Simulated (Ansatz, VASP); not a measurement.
**One calculation of S, two programs**

INCAR

```
SYSTEM = S
  ALGO = Normal
  EDIFF = 1E-7
  ENCUT = 520
  ISIF = 2
  ISMEAR = -1
  LASPH = .True.
  LCHARG = .False.
  LREAL = .False.
  LWAVE = .False.
  NBANDS = 13
  NELM = 60
  PREC = Accurate
  SIGMA = 0.05
```

File KPOINTS:

```
k-points
0
Gamma
  13 13 13
  0 0 0
```

Contents of POSCAR:

```
S
1.0
    0.0000000000      2.5595206534      2.5595206534
    2.5595206534      0.0000000000      2.5595206534
    2.5595206534      2.5595206534      0.0000000000
S
2
Direct
   -0.1250000000     -0.1250000000     -0.1250000000
    0.1250000000      0.1250000000      0.1250000000
```

Input for Ansatz:

```yaml
crystal:
  lattice:
    - [0.0, 2.5595206534, 2.5595206534]
    - [2.5595206534, 0.0, 2.5595206534]
    - [2.5595206534, 2.5595206534, 0.0]
  atoms:
    - { symbol: S, position: [-0.125, -0.125, -0.125] }
    - { symbol: S, position: [0.125, 0.125, 0.125] }
kpoints:
  mp_grid: { grid: [13, 13, 13] }
  band_path:
    path:
      - [0.0, 0.0, 0.0]
      - [0.5, 0.0, 0.5]
      - [0.625, 0.25, 0.625]
      - [0.375, 0.375, 0.75]
      - [0.0, 0.0, 0.0]
      - [0.5, 0.5, 0.5]
      - [0.5, 0.25, 0.75]
      - [0.5, 0.0, 0.5]
    npoints: 8
scf:
  occupations: { method: fermi_dirac, width: 0.05 }
hamiltonian:
  xc: lda
  pseudopotentials: { kind: paw }
output:
  forces: true
  stress: true
  eigenvalues: true
  populations: true
  dos: { projected: true, de: 0.2, e_range: [-14, 8] }
  write_density: true
  write_potential: true
  elf: true
  volumetric_format: npy
```

Change from the starting cell: volume scaled by 0.75, PAW files.

Alike in both runs: task single point; functional LDA; k mesh 13 × 13 × 13; occupations fermi-dirac, width 0.05 eV; no spin polarisation.

```csv
,VASP,Ansatz
version,VASP 6.6.1,Ansatz 0.2.0
potentials or method,"VASP PAW LDA potentials, release 64 (S)","PAW with Ansatz's default frozen-core files, scalar-relativistic"
plane-wave cutoff (eV),520,420
valence electrons in the cell,12,12
```

|  | VASP | Ansatz | Ansatz less VASP |
| --- | --- | --- | --- |
| pressure (GPa) | 23.3 | 23.3 | +0.01 |

LDA's correlation is that of Perdew and Zunger in VASP and of Perdew and Wang (1992) in Ansatz.
